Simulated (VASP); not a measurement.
A run of VASP 6.6.1 is set up as follows.

The input INCAR:

```
SYSTEM = Pt
  PREC = Accurate
  ENCUT = 520
  EDIFF = 1E-7
  ISMEAR = 0
  SIGMA = 0.1
  LREAL = .FALSE.
  LASPH = .TRUE.
  NELM = 60
  ALGO = Normal
  ISIF = 2
  LWAVE = .FALSE.
  LCHARG = .TRUE.
  LDIPOL = .TRUE.
  IDIPOL = 3
  DIPOL = 0.5 0.5 0.500
  GGA = PE
  LELF = .TRUE.
  LVHAR = .TRUE.
  LVACPOTAV = .TRUE.
  NBANDS = 33
```

KPOINTS

```
Automatic mesh
0
G
  12 12 1
  0 0 0
```

File POSCAR:

```
Pt
1.0
    2.8072917799      0.0000000000      0.0000000000
   -1.4036458899      2.4311859972      0.0000000000
    0.0000000000      0.0000000000     24.1685765598
Pt
5
Direct
    0.6666666667      0.3333333333      0.3103203030
    0.3333333333      0.6666666667      0.4051601515
    0.0000000000      0.0000000000      0.5000000000
    0.6666666667      0.3333333333      0.5948398485
    0.3333333333      0.6666666667      0.6896796970
```

Potentials or basis: VASP PAW PBE potentials, release 64 (Pt).

The run is started by

```console
$ cat potpaw_PBE.64/Pt/POTCAR > POTCAR
$ mpirun -np 1 vasp_std > vasp.out
```

(1) Predict the band gap on the k mesh.

(2) Estimate the largest force.

Answers

(1) zero (bands 25 and 26 overlap by 1.43 eV).

(2) 0.254 eV/Å.

Caveat: spin-orbit coupling is left out, which moves the levels of the heavy elements.
